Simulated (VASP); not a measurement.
Here is a VASP 6.6.1 calculation.

Contents of POSCAR:

```
AlCu
1.0
    2.9975090000      0.0000000000      0.0000000000
    0.0000000000      2.9975090000      0.0000000000
    0.0000000000      0.0000000000      2.9975090000
Al Cu
1 1
Direct
    0.0000000000      0.0000000000      0.0000000000
    0.4749792244      0.5000000000      0.5000000000
```

Contents of INCAR.step1:

```
SYSTEM = AlCu
  PREC = Accurate
  ENCUT = 520
  ISMEAR = 0
  SIGMA = 0.15
  LREAL = .False.
  LASPH = .True.
  NELM = 80
  NBANDS = 14
  GGA = PE
  ALGO = Normal
  EDIFF = 1E-4
  LWAVE = .True.
  LCHARG = .False.
```

INCAR.step2

```
SYSTEM = AlCu
  PREC = Accurate
  ENCUT = 520
  EDIFF = 1E-6
  ISMEAR = 0
  SIGMA = 0.15
  LREAL = .False.
  LASPH = .True.
  NELM = 80
  ALGO = Normal
  ISIF = 2
  LWAVE = .False.
  LCHARG = .True.
  METAGGA = R2SCAN
  LMIXTAU = .True.
  LELF = .True.
  LVHAR = .True.
  NBANDS = 14
  ISTART = 1
```

Contents of KPOINTS:

```
regular mesh
0
Gamma
  16 16 16
  0 0 0
```

Potentials or basis: VASP PAW PBE potentials, release 64 (Al, Cu).

Run with:

```bash
$ cat potpaw_PBE.64/Al/POTCAR potpaw_PBE.64/Cu/POTCAR > POTCAR
$ cp INCAR.step1 INCAR
$ mpirun -np 1 vasp_std > vasp.out
$ cp INCAR.step2 INCAR
$ mpirun -np 1 vasp_std > vasp.out
```

**Question.** What does it give for the largest force?

**Answer.** 0.305 eV/Å.

**Question.** Predict the pressure.

**Answer.** -4.6 GPa.

Forces on the atoms (eV/Å):
```
Al  -0.305  0.000  0.000
Cu   0.305  0.000  0.000
```

Caveat: the cell differs from its parent crystal (all Cu atoms moved +0.075 Å, as atom 2 towards its neighbour atom 2 (Cu) at 2.998 Å); the cell stands under tension; the PAW data sets were made with another functional, which shifts forces and pressure a little.
